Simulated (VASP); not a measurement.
# In3S2 (P4/mmm) in VASP: further runs

Runs on In3S2. Level: PBE. Tasks: single point.

Everything below comes from runs of VASP 6.6.1. Logs are shortened: lines on timing, memory, paths and dates and some standing lists are left out, and cuts for length are marked.

## (1) The cell of the first run

The structure is tetragonal, space group P4/mmm (No. 123). The conventional cell has a = 4.241 Å, b = 4.241 Å, c = 7.593 Å, α = 90.00°, β = 90.00°, γ = 90.00°. Within 4.3 Å of In (site symmetry 4/mmm) lie 8 S at 3.25 Å and 6 In at 3.80 to 4.24 Å. In (site symmetry 4/mmm) has 6 In at 3.00 to 3.80 Å within 3.9 Å. Within 3.4 Å of In (site symmetry 4/mmm) lie 2 S at 2.55 Å and 4 In at 3.00 Å. Within 3.3 Å of S (site symmetry 4mm) lie 1 S at 2.50 Å and 5 In at 2.55 to 3.25 Å.

## (2) Single point, PBE

INCAR

```
SYSTEM = In3S2
PREC = Accurate
ENCUT = 520
EDIFF = 1E-6
ISMEAR = 0
SIGMA = 0.1
LREAL = .FALSE.
LASPH = .TRUE.
NELM = 60
ALGO = Normal
ISIF = 2
LWAVE = .FALSE.
LCHARG = .TRUE.
GGA = PE
LELF = .TRUE.
LVHAR = .TRUE.
NBANDS = 34
```

KPOINTS

```
Automatic mesh
0
G
  4 4 4
  0 0 0
```

POSCAR

```
In3S2
1.0
    4.2413263246      0.0000000000      0.0000000000
    0.0000000000      4.2413263246      0.0000000000
    0.0000000000      0.0000000000      7.5934790487
In S
3 2
Direct
    0.0000000000      0.0000000000      0.0000000000
    0.0000000000      0.0000000000      0.5000000000
    0.5000000000      0.5000000000      0.5000000000
    0.5000000000      0.5000000000      0.1643386001
    0.5000000000      0.5000000000      0.8356613999
```

Potentials or basis: VASP PAW PBE potentials, release 64 (In_d, S).

Run with:

```sh
> cat potpaw_PBE.64/In_d/POTCAR potpaw_PBE.64/S/POTCAR > POTCAR
> mpirun -np 1 vasp_std > vasp.out
```

OUTCAR:

```text
SYSTEM = In3S2
   PREC = Accurate
   ENCUT = 520
   EDIFF = 1E-6
   ISMEAR = 0
   LREAL = .FALSE.
   LASPH = .TRUE.
   NELM = 60
   ISIF = 2
   GGA = PE

 ion  position               nearest neighbor table
   1  0.000  0.000  0.000-   4 3.25   5 3.25   4 3.25   5 3.25   4 3.25   5 3.25   4 3.25   5 3.25
                             2 3.80   2 3.80
   2  0.000  0.000  0.500-   3 3.00   3 3.00   3 3.00   3 3.00   1 3.80   1 3.80
   3  0.500  0.500  0.500-   4 2.55   5 2.55   2 3.00   2 3.00   2 3.00   2 3.00
   4  0.500  0.500  0.164-   5 2.50   3 2.55   1 3.25   1 3.25   1 3.25   1 3.25
   5  0.500  0.500  0.836-   4 2.50   3 2.55   1 3.25   1 3.25   1 3.25   1 3.25

  LATTYP: Found a simple tetragonal cell.
 ALAT       =     4.2413263246
 C/A-ratio  =     1.7903548248

  Lattice vectors:

 A1 = (   4.2413263246,   0.0000000000,   0.0000000000)
 A2 = (   0.0000000000,   4.2413263246,   0.0000000000)
 A3 = (   0.0000000000,   0.0000000000,   7.5934790487)

Analysis of symmetry for initial positions (statically):
=====================================================================
 Subroutine PRICEL returns:
 Original cell was already a primitive cell.

 Routine SETGRP: Setting up the symmetry group for a
 simple tetragonal supercell.

 Subroutine GETGRP returns: Found 16 space group operations
 (whereof 16 operations were pure point group operations)
 out of a pool of 16 trial point group operations.

The static configuration has the point symmetry D_4h.

Analysis of symmetry for dynamics (positions and initial velocities):
=====================================================================
 Subroutine PRICEL returns:
 Original cell was already a primitive cell.

 Routine SETGRP: Setting up the symmetry group for a
 simple tetragonal supercell.

 Subroutine GETGRP returns: Found 16 space group operations
 (whereof 16 operations were pure point group operations)
 out of a pool of 16 trial point group operations.

The dynamic configuration has the point symmetry D_4h.

 Subroutine INISYM returns: Found 16 space group operations
 (whereof 16 operations are pure point group operations),
 and found     1 'primitive' translations

----------------------------------------------------------------------------------------

                                     Primitive cell

  volume of cell :     136.5979

  direct lattice vectors                    reciprocal lattice vectors
     4.241326325  0.000000000  0.000000000     0.235775303  0.000000000  0.000000000
     0.000000000  4.241326325  0.000000000     0.000000000  0.235775303  0.000000000
     0.000000000  0.000000000  7.593479049     0.000000000  0.000000000  0.131691942

  length of vectors
     4.241326325  4.241326325  7.593479049     0.235775303  0.235775303  0.131691942

  position of ions in fractional coordinates (direct lattice)
     0.000000000  0.000000000  0.000000000
     0.000000000  0.000000000  0.500000000
     0.500000000  0.500000000  0.500000000
     0.500000000  0.500000000  0.164338600
     0.500000000  0.500000000  0.835661400

  ion indices of the primitive-cell ions
   primitive index   ion index
                 1           1
                 2           2
                 3           3
                 4           4
                 5           5

----------------------------------------------------------------------------------------

 KPOINTS: Automatic mesh

Automatic generation of k-mesh.
 Grid dimensions read from file:
 generate k-points for:    4    4    4

 Generating k-lattice:

  Cartesian coordinates                     Fractional coordinates (reciprocal lattice)
     0.058943826  0.000000000  0.000000000     0.250000000  0.000000000  0.000000000
     0.000000000  0.058943826  0.000000000     0.000000000  0.250000000  0.000000000
     0.000000000  0.000000000  0.032922985     0.000000000  0.000000000  0.250000000

  Length of vectors
     0.058943826  0.058943826  0.032922985

  Shift w.r.t. Gamma in fractional coordinates (k-lattice)
     0.000000000  0.000000000  0.000000000

 Subroutine IBZKPT returns following result:
 ===========================================

 Found     18 irreducible k-points:

 Following reciprocal coordinates:
            Coordinates               Weight
  0.000000  0.000000  0.000000      1.000000
  0.250000  0.000000  0.000000      4.000000
  0.500000  0.000000  0.000000      2.000000
  0.250000  0.250000  0.000000      4.000000
  0.500000  0.250000  0.000000      4.000000
  0.500000  0.500000  0.000000      1.000000
[... 10 lines left out ...]
  0.500000  0.250000  0.500000      4.000000
  0.500000  0.500000  0.500000      1.000000
   k-points           NKPTS =     18   k-points in BZ     NKDIM =     18   number of bands    NBANDS=     34
   number of dos      NEDOS =    301   number of ions     NIONS =      5
   total plane-waves  NPLWV =  57344
   dimension x,y,z NGX =    32 NGY =   32 NGZ =   56
   dimension x,y,z NGXF=    64 NGYF=   64 NGZF=  112
   ions per type =               3   2
   NGX,Y,Z   is equivalent  to a cutoff of  12.54, 12.54, 12.26 a.u.
   NGXF,Y,Z  is equivalent  to a cutoff of  25.09, 25.09, 24.52 a.u.
 SYSTEM =  In3S2
   PREC   = accura    normal or accurate (medium, high low for compatibility)
   ISTART =      0    job   : 0-new  1-cont  2-samecut
   ICHARG =      2    charge: 1-file 2-atom 10-const
   ISPIN  =      1    spin polarized calculation?
   LNONCOLLINEAR =      F non collinear calculations
   LSORBIT =      F    spin-orbit coupling
   LASPH  =      T    aspherical Exc in radial PAW
   ENCUT  =  520.0 eV  38.22 Ry    6.18 a.u.   7.89  7.89 14.12*2*pi/ulx,y,z
   NELM   =     60;   NELMIN=  2; NELMDL= -5     # of ELM steps
   EDIFF  = 0.1E-05   stopping-criterion for ELM
   LREAL  =      F    real-space projection
   EDIFFG = 0.1E-04   stopping-criterion for IOM
   NSW    =      0    number of steps for IOM
   IBRION =     -1    ionic relax: 0-MD 1-quasi-New 2-CG
   NFREE  =      0    steps in history (QN), initial steepest desc. (CG)
   ISIF   =      2    stress and relaxation
   ISYM   =      2    0-nonsym 1-usesym 2-fastsym
   POTIM  = 0.5000    time-step for ionic-motion
   TEBEG  =    0.0;   TEEND  =   0.0 temperature during run
   PSTRESS=    0.0 pullay stress
   NELECT =      51.0000    total number of electrons
   NUPDOWN=      -1.0000    fix difference up-down
   EMIN   =  10.00;   EMAX   =-10.00  energy-range for DOS
   EFERMI =   0.00;   METHOD = LEGACY
   ISMEAR =     0;   SIGMA  =   0.10  broadening in eV -4-tet -1-fermi 0-gaus
   EFERMI_NEDOS =   21; number of points for ismear=-14 and -15
   IALGO  =     38    algorithm
   IMIX   =      4    mixing-type and parameters
     AMIX     =   0.40;   BMIX     =  1.00
     AMIX_MAG =   1.60;   BMIX_MAG =  1.00
  volume/ion in A,a.u.               =      27.32       184.36
  Fermi-wavevector in a.u.,A,eV,Ry     =   1.178827  2.227660 18.907114  1.389634
  Thomas-Fermi vector in A             =   2.315149
   LORBIT       =      0    0 simple, 1 ext, 2 COOP (PROOUT), +10 PAW based schemes
   GGA     = PE    functional components
   LHFCALC =     F    Hartree Fock is set to
   AEXX    =    0.0000 exact exchange contribution
   IVDW    =     0    specifies the selected vdW correction
   LEPSILON=     F    determine dielectric tensor
   LRPA    =     F    only Hartree local field effects (RPA)
 non-spin polarized calculation
 Gauss-broadening in eV      SIGMA  =   0.10
  energy-cutoff  :      520.00
  volume of cell :      136.60
 maximum number of plane-waves:      3693
 NGX is ok and might be reduce to    32
   NGX = 15   NGY = 15   NGZ = 29

 number of electron      51.0000013 magnetization

 Free energy of the ion-electron system (eV)
  ---------------------------------------------------
  ext. energy  EPLUGINS =         0.00000000
  ---------------------------------------------------
  free energy    TOTEN  =       -15.65225523 eV

  energy without entropy =      -15.63821020  energy(sigma->0) =      -15.64523272

 E-fermi :   4.9539     XC(G=0):  -9.2967

 val. band max:        4.6906491918   @ k =   0.2500   0.2500   0.2500
 cond. band min:       4.9845116262   @ k =   0.5000   0.2500   0.5000
 fundamental gap:      0.2938624344
 Fermi energy:         4.9539341229

 k-point     1 :       0.0000    0.0000    0.0000
  band No.  band energies     occupation
      1     -10.3383      2.00000
      2     -10.1530      2.00000
      3     -10.1072      2.00000
      4      -9.9620      2.00000
      5      -9.9620      2.00000
      6      -9.7938      2.00000
[... 26 lines left out ...]
     33      10.7391      0.00000
     34      11.4382      0.00000

 k-point     2 :       0.2500    0.0000    0.0000
  band No.  band energies     occupation
      1     -10.2120      2.00000
      2     -10.0909      2.00000
      3     -10.0217      2.00000
      4      -9.9526      2.00000
      5      -9.9438      2.00000
      6      -9.8308      2.00000
[... 26 lines left out ...]
     33      11.5145      0.00000
     34      11.5306      0.00000

 k-point     3 :       0.5000    0.0000    0.0000
  band No.  band energies     occupation
      1      -9.9863      2.00000
      2      -9.9621      2.00000
      3      -9.9417      2.00000
      4      -9.9236      2.00000
      5      -9.9165      2.00000
      6      -9.8862      2.00000
[... 26 lines left out ...]
     33       9.8312      0.00000
     34      10.4251      0.00000
[... 482 lines left out ...]
 k-point    17 :       0.5000    0.2500    0.5000
  band No.  band energies     occupation
      1     -10.0957      2.00000
      2     -10.0899      2.00000
      3      -9.9701      2.00000
      4      -9.9620      2.00000
      5      -9.8730      2.00000
      6      -9.7512      2.00000
[... 26 lines left out ...]
     33      10.3531      0.00000
     34      11.7623      0.00000

 k-point    18 :       0.5000    0.5000    0.5000
  band No.  band energies     occupation
      1     -10.1701      2.00000
      2     -10.1624      2.00000
      3      -9.9946      2.00000
      4      -9.9946      2.00000
      5      -9.8555      2.00000
      6      -9.6910      2.00000
[... 26 lines left out ...]
     33      11.3909      0.00000
     34      11.4967      0.00000

------------------------ aborting loop because EDIFF is reached ----------------------------------------

  FORCE on cell =-STRESS in cart. coord.  units (eV):
  Direction    XX          YY          ZZ          XY          YZ          ZX
  --------------------------------------------------------------------------------------
  -------------------------------------------------------------------------------------
  Total       -0.2479901     -0.2479901     -0.2840785      0.0000000      0.0000000     -0.0000000
  in kB       -2.9087119     -2.9087119     -3.3319978      0.0000000      0.0000000     -0.0000000
  external PRESSURE =      -3.0498072 kB  Pullay stress =       0.0000000 kB

 VOLUME and BASIS-vectors are now :
 -----------------------------------------------------------------------------
  energy-cutoff  :      520.00
  volume of cell :      136.60
      direct lattice vectors                 reciprocal lattice vectors
     4.241326325  0.000000000  0.000000000     0.235775303  0.000000000  0.000000000
     0.000000000  4.241326325  0.000000000     0.000000000  0.235775303  0.000000000
     0.000000000  0.000000000  7.593479049     0.000000000  0.000000000  0.131691942

 POSITION                                       TOTAL-FORCE (eV/Angst)
 -----------------------------------------------------------------------------------
      0.00000      0.00000      0.00000        -0.000000     -0.000000      0.000000
      0.00000      0.00000      3.79674        -0.000000     -0.000000      0.000000
      2.12066      2.12066      3.79674        -0.000000     -0.000000      0.000000
      2.12066      2.12066      1.24790        -0.000000      0.000000      0.014741
      2.12066      2.12066      6.34558         0.000000     -0.000000     -0.014741
 -----------------------------------------------------------------------------------
    total drift:                                0.000000     -0.000000     -0.000000

  FREE ENERGIE OF THE ION-ELECTRON SYSTEM (eV)
  ---------------------------------------------------
  free  energy   TOTEN  =       -15.6522552339 eV

  energy  without entropy=      -15.6382101977  energy(sigma->0) =      -15.64523272
```

It took 48 s on 1 thread of Intel Xeon Platinum 8488C (Sapphire Rapids), shared host; peak memory 0.25 GiB.

Results:

- Free energy: -15.6523 eV
- Pressure: -0.3 GPa
- Largest force: 0.015 eV/Å

Forces on the atoms (eV/Å):
```
In   0.000  0.000  0.000
In   0.000  0.000  0.000
In   0.000  0.000  0.000
S    0.000  0.000  0.015
S    0.000  0.000 -0.015
```

Caveat: the k points lie up to 0.37 Å⁻¹ apart; spin-orbit coupling is left out, which moves the levels of the heavy elements.

## (3) Single point, PBE

This run uses another cell than the first one, of 29.05 Å³/atom, 1.063 times its volume.

INCAR

```
PREC     = Accurate       # precision mode
ENCUT    = 520            # plane-wave cutoff, eV
EDIFF    = 1E-6           # SCF threshold, eV
ISMEAR   = 0              # smearing method
SIGMA    = 0.1            # smearing width, eV
LREAL    = False          # projectors in reciprocal space
LASPH    = True           # aspherical terms in the spheres
NELM     = 80             # most SCF steps
ALGO     = Normal         # electronic algorithm
ISIF     = 2              # what is computed and relaxed
LWAVE    = False          # write WAVECAR
LCHARG   = False          # write CHGCAR
GGA      = PE             # functional
NBANDS   = 34             # bands
```

KPOINTS

```
regular mesh
0
Gamma
  4 4 4
```

POSCAR

```
In3S2
1.0
    4.9790905000      0.0000000000      0.0000000000
    0.0000000000      4.9790905000      0.0000000000
    0.0000000000      0.0000000000      5.8584657100
In S
3 2
Direct
    0.0000000000      0.0000000000      0.0000000000
    0.0000000000      0.0000000000      0.5000000000
    0.5000000000      0.5000000000      0.5000000000
    0.5000000000      0.5000000000      0.1714113000
    0.5000000000      0.5000000000      0.8285887000
```

Potentials or basis: VASP PAW PBE potentials, release 64 (In_d, S).

Run with:

```sh
> cat potpaw_PBE.64/In_d/POTCAR potpaw_PBE.64/S/POTCAR > POTCAR
> mpirun -np 1 vasp_std > vasp.out
```

Wall time 70 s (1 thread of Intel Xeon Platinum 8488C (Sapphire Rapids), shared host); peak memory 0.28 GiB.

It converged, with:

```
Free energy   : -8.9486 eV
Pressure      : 22.9 GPa
Largest force : 8.655 eV/Å
```

Forces in eV/Å, atoms in the order of the input:
```
In   0.000  0.000  0.000
In   0.000  0.000  0.000
In   0.000  0.000  0.000
S    0.000  0.000 -8.655
S    0.000  0.000  8.655
```

Stress tensor (GPa, compression positive):
```
-0.54  0.00  0.00
 0.00 -0.54  0.00
 0.00  0.00 69.65
```

Levels at points of the mesh, in eV from the Fermi level:
```
           k point  band 21  band 22  band 23  band 24  band 25  band 26  band 27  band 28  band 29  band 30
(0.00, 0.00, 0.00)    -5.32    -2.41    -1.68    -1.54    -1.54     0.33     0.33     0.92     2.15     2.15
(0.50, 0.00, 0.00)    -4.24    -2.72    -2.70    -1.51    -0.93    -0.23     0.18     0.94     1.40     1.85
(0.50, 0.50, 0.00)    -5.85    -2.07    -1.86    -1.86    -1.46    -0.89    -0.89     0.96     1.68     1.68
(0.00, 0.00, 0.50)    -4.53    -4.53    -3.46    -3.46    -2.59     1.62     1.62     2.64     2.64     3.46
(0.50, 0.00, 0.50)    -4.37    -3.31    -3.31    -3.23    -2.51     0.05     0.82     1.36     1.41     2.69
(0.50, 0.50, 0.50)    -4.97    -4.97    -4.15    -4.15    -2.88     0.74     0.74     2.09     2.09     4.43
```

Caveat: spin-orbit coupling is left out, which moves the levels of the heavy elements; forces of over 1 eV/Å act on the atoms, so gaps and moduli don't describe the material at rest.
